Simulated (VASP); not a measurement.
# Si (a cell with a defect): single point with PBE

System: Si (a cell with a defect).

```
Si
1.0
     0.00000    5.43000    5.43000
     5.43000    0.00000    5.43000
     5.43000    5.43000    0.00000
Si
17
Direct
  0.99862 0.00049 0.00057
  0.12799 0.12190 0.12206
  0.00236 0.99339 0.50226
  0.12818 0.12198 0.62821
  0.00223 0.50211 0.99372
  0.12811 0.62815 0.12212
  0.00260 0.50233 0.50242
  0.12592 0.62483 0.62515
  0.50041 0.00031 0.00033
  0.62488 0.12502 0.12499
  0.50058 0.00038 0.49877
  0.62226 0.12174 0.62799
  0.50052 0.49883 0.00039
  0.62217 0.62800 0.12181
  0.49452 0.50185 0.50188
  0.62239 0.62804 0.62803
  0.87588 0.37485 0.37516
```

```yaml
Program: VASP 6.6.1
Task: single point
Functional: PBE
Potentials_or_basis: VASP PAW PBE potentials, release 64 (Si)
Cutoff: 520 eV
k_mesh: 2 × 2 × 2
Occupations: gaussian, width 0.05 eV
Spin: no spin polarisation
```

* Pressure: 5.3 GPa
* Largest force: 0.020 eV/Å
* Band gap on the k mesh: zero (bands 34 and 35 overlap by 0.25 eV)

Forces on the atoms (eV/Å):
```
Si   0.006 -0.010 -0.009
Si   0.011  0.005  0.006
Si   0.002  0.003  0.005
Si  -0.003 -0.010  0.001
Si  -0.002  0.002  0.005
Si  -0.005  0.002 -0.010
Si  -0.008 -0.004 -0.006
Si   0.000 -0.002 -0.002
Si   0.015  0.009  0.011
Si   0.000  0.000  0.000
Si  -0.010 -0.014  0.006
Si   0.005  0.002  0.015
Si  -0.011  0.006 -0.014
Si   0.003  0.017  0.001
Si   0.010 -0.004 -0.006
Si  -0.012 -0.001 -0.003
Si  -0.001  0.000  0.000
```

Levels at points of the mesh, in eV from the Fermi level:
```
           k point  band 31  band 32  band 33  band 34  band 35  band 36  band 37  band 38
(0.00, 0.00, 0.00)    -0.82    -0.82    -0.82    -0.24    -0.24    -0.23     0.09     0.09
(0.50, 0.00, 0.00)    -1.58    -1.43    -1.43    -0.35     0.53     0.54     0.90     0.90
(0.00, 0.50, 0.00)    -1.57    -1.43    -1.43    -0.34     0.53     0.54     0.90     0.90
(0.00, 0.00, 0.50)    -1.57    -1.43    -1.43    -0.34     0.53     0.54     0.90     0.90
(0.50, 0.50, 0.50)    -1.57    -1.43    -1.43    -0.34     0.54     0.54     0.90     0.90
(0.50, 0.50, 0.00)    -2.02    -1.89    -0.99     0.02     0.72     1.02     1.03     1.15
(0.00, 0.50, 0.50)    -2.02    -1.89    -0.99     0.02     0.72     1.02     1.03     1.15
(0.50, 0.00, 0.50)    -2.02    -1.89    -0.99     0.02     0.72     1.02     1.03     1.15
```

Wall time 7.1 min on 1 thread of AMD EPYC 7R13, with other jobs on the host, peak memory 0.44 GiB.

Caveat: the k points lie up to 0.50 Å⁻¹ apart.
